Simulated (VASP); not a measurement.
## Mo: single point with PBEsol

Mo:

```
CELL_PARAMETERS angstrom
-1.56594 1.56594 1.56594
1.56594 -1.56594 1.56594
1.56594 1.56594 -1.56594
ATOMIC_POSITIONS crystal
Mo 0.00000 0.00000 0.00000
```

* Program: VASP 6.6.1
* Task: single point
* Functional: PBEsol
* Potentials or basis: VASP PAW PBE potentials, release 64 (Mo_sv)
* Cutoff: 520 eV
* k mesh: 8 × 8 × 8
* Occupations: gaussian, width 0.1 eV
* Spin: no spin polarisation

```json
{"Pressure": "0.6 GPa", "Band gap on the k mesh": "zero (band 7 reaches 16.86 eV, above the bottom of band 8 at 11.35 eV)"}
```

Levels at points of the mesh, in eV from the Fermi level:
```tsv
k point	band 4	band 5	band 6	band 7	band 8	band 9	band 10	band 11
(0.00, 0.00, 0.00)	-34.31	-7.21	-1.27	-1.27	-1.27	1.81	1.81	14.97
(0.50, 0.00, 0.00)	-34.33	-5.33	-3.37	1.80	1.85	2.50	5.03	12.04
(0.50, 0.50, 0.50)	-35.34	-5.48	-5.48	4.24	4.24	4.24	9.29	9.29
```

Wall time 4.3 s on 1 thread of Intel(R) Xeon(R) Platinum 8375C CPU @ 2.90GHz (Ice Lake), on a shared host, peak memory 0.12 GiB.

Caveat: the PAW data sets were made with another functional, which shifts forces and pressure a little.
